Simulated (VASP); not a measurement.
Wanted: the native input for a VASP 6.6.1 run.

| Item | Value |
| --- | --- |
| Task | single point |
| Functional | RPBE |
| Potentials or basis | VASP PAW PBE potentials, release 64 (Hf_pv, B) |
| Cutoff | 520 eV |
| k mesh | 8 × 8 × 8 |
| Occupations | gaussian, width 0.05 eV |
| Spin | no spin polarisation |
| Dipole correction | no |
| Further INCAR settings | ALGO = Normal; EDIFF = 1e-07; NBANDS = 15 |

The structure of HfB2 lies in POSCAR:

```
HfB2
1.0
    3.1259030463      0.0000000000      0.0000000000
   -1.5629515231      2.7071114479      0.0000000000
    0.0000000000      0.0000000000      3.4457907361
Hf B
1 2
Direct
    0.0000000000      0.0000000000      0.0000000000
    0.3333333333      0.6666666667      0.5000000000
    0.6666666667      0.3333333333      0.5000000000
```

This cell differs from its parent crystal: volume scaled by 0.96.

One way to write it, as run:

INCAR

```
SYSTEM = HfB2
PREC = Accurate
ENCUT = 520
EDIFF = 1E-7
ISMEAR = 0
SIGMA = 0.05
LREAL = .False.
LASPH = .True.
NELM = 100
ALGO = Normal
ISIF = 2
LWAVE = .False.
LCHARG = .True.
GGA = RP
LELF = .True.
LVHAR = .True.
NBANDS = 15
```

KPOINTS

```
Automatic mesh
0
Gamma
  8 8 8
  0 0 0
```

Potentials or basis: VASP PAW PBE potentials, release 64 (Hf_pv, B).

Launch:

```console
$ cat potpaw_PBE.64/Hf_pv/POTCAR potpaw_PBE.64/B/POTCAR > POTCAR
$ mpirun -np 1 vasp_std > vasp.out
```

It gave:

* Pressure: 10.1 GPa
* Band gap on the k mesh: zero (band 8 reaches 8.48 eV, above the bottom of band 9 at 7.93 eV)

Caveat: the PAW data sets were made with another functional, which shifts forces and pressure a little; spin-orbit coupling is left out, which moves the levels of the heavy elements.

It took 9.3 s on 1 thread of Intel(R) Xeon(R) 6975P-C (Granite Rapids), on a shared host, peak memory 0.15 GiB.
